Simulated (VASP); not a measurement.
Set up this calculation in VASP 6.6.1, as the native input.

```yaml
Task: single point
Functional: PBE
Potentials_or_basis: VASP PAW PBE potentials, release 64 (Li_sv, Cl)
Cutoff: 750 eV
k_mesh: 8 × 8 × 4
Occupations: gaussian, width 0.1 eV
Spin: no spin polarisation
Dipole_correction: no
Further_INCAR_settings: ALGO = Normal; EDIFF = 1e-06; NBANDS = 26
```

The structure of LiCl2 lies in POSCAR:

```
LiCl2
1.0
    4.9919427340      0.0000000000      0.0000000000
    0.0000000000      4.9919427340      0.0000000000
    0.0000000000      0.0000000000     12.3092847616
Li Cl
2 4
Direct
    0.5000000000      0.5000000000      0.0000000000
    0.5000000000      0.5000000000      0.5000000000
    0.2494292917      0.0000000000      0.0000000000
    0.7505707083      0.0000000000      0.0000000000
    0.0000000000      0.2494292917      0.5000000000
    0.0000000000      0.7505707083      0.5000000000
```

The cell was generated, and may not be a known phase.

One way to write it, as run:

INCAR

```
ALGO     = Normal         # electronic algorithm
EDIFF    = 1E-6           # SCF threshold, eV
ENCUT    = 750            # plane-wave cutoff, eV
GGA      = PE             # functional
GGA_COMPAT= F            
ISIF     = 2              # what is computed and relaxed
ISMEAR   = 0              # smearing method
LASPH    = T              # aspherical terms in the spheres
LCHARG   = F              # write CHGCAR
LREAL    = F              # projectors in reciprocal space
LWAVE    = F              # write WAVECAR
NBANDS   = 26             # bands
NELM     = 120            # most SCF steps
PREC     = Accurate       # precision mode
SIGMA    = 0.1            # smearing width, eV
```

KPOINTS

```
k-points
0
Gamma
  8 8 4
```

Potentials or basis: VASP PAW PBE potentials, release 64 (Li_sv, Cl).

Run with:

```console
$ cat potpaw_PBE.64/Li_sv/POTCAR potpaw_PBE.64/Cl/POTCAR > POTCAR
$ mpirun -np 1 vasp_std > vasp.out
```

It gave:

```
Pressure               : 0.0 GPa
Band gap on the k mesh : zero (bands 17 and 18 overlap by 4.57 eV)
```

Run time: 5.4 min on 1 thread of AMD EPYC 9R45 96-Core Processor (Zen 5), with other jobs on the host, peak memory 0.82 GiB.
